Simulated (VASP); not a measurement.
The system is BaTe.

```xyz
2
Lattice="0.0000 3.5324 3.5324 3.5324 0.0000 3.5324 3.5324 3.5324 0.0000" Properties=species:S:1:pos:R:3 pbc="T T T"
Ba    0.0000    0.0000    0.0000
Te    3.5324    3.5324    3.5324
```

Base run:

```yaml
Program: VASP 6.6.1
Functional: PBE0
Potentials_or_basis: VASP PAW PBE potentials, release 64 (Ba_sv, Te)
Cutoff: 520 eV
k_mesh: 4 × 4 × 4
Occupations: gaussian, width 0.01 eV
Spin: no spin polarisation
```

Its results: band gap on the k mesh 2.98 eV (least direct gap 3.42 eV); pressure -0.1 GPa.

Question: The run is repeated on the same cell with these changes: functional from PBE0 to HSE06. What comes out?

Answer: Band gap on the k mesh 2.30 eV (least direct gap 2.73 eV); pressure 0.0 GPa.

Caveats: the PAW data sets were made with another functional, which shifts forces and pressure a little; spin-orbit coupling is left out, which moves the levels of the heavy elements.

A k mesh can miss the band edges.
